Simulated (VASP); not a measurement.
A run of VASP 6.6.1 is set up as follows.

INCAR

```
  PREC = Accurate
  ENCUT = 600
  EDIFF = 1E-6
  ISMEAR = 0
  SIGMA = 0.02
  LREAL = False
  LASPH = True
  NELM = 60
  ALGO = Normal
  ISIF = 3
  LWAVE = False
  LCHARG = False
  GGA = PE
  IBRION = 2
  NSW = 100
  EDIFFG = -0.01
```

Contents of KPOINTS:

```
regular mesh
0
Gamma
  8 8 8
```

The input POSCAR:

```
Si
1.0
    0.0000000000      2.7325254515      2.7325254515
    2.7325254515      0.0000000000      2.7325254515
    2.7325254515      2.7325254515      0.0000000000
Si
2
Direct
    0.5000000000      0.5000000000      0.5000000000
    0.7500000000      0.7500000000      0.7500000000
```

Potentials or basis: VASP PAW PBE potentials, release 64 (Si).

Launch:

```console
$ cat potpaw_PBE.64/Si/POTCAR > POTCAR
$ mpirun -np 1 vasp_std > vasp.out
```

What does it give for the relaxed cell?

a = 3.867 Å, b = 3.867 Å, c = 3.867 Å, α = 60.00°, β = 60.00°, γ = 60.00°.

Estimate the space group after relaxing (to 0.05 Å).

Fd-3m (No. 227).

Final structure:
```yaml
crystal:
  lattice:
    - [0.00000, 2.73436, 2.73436]
    - [2.73436, 0.00000, 2.73436]
    - [2.73436, 2.73436, 0.00000]
  atoms:
    - { symbol: Si, position: [0.50000, 0.50000, 0.50000] }
    - { symbol: Si, position: [0.75000, 0.75000, 0.75000] }
```
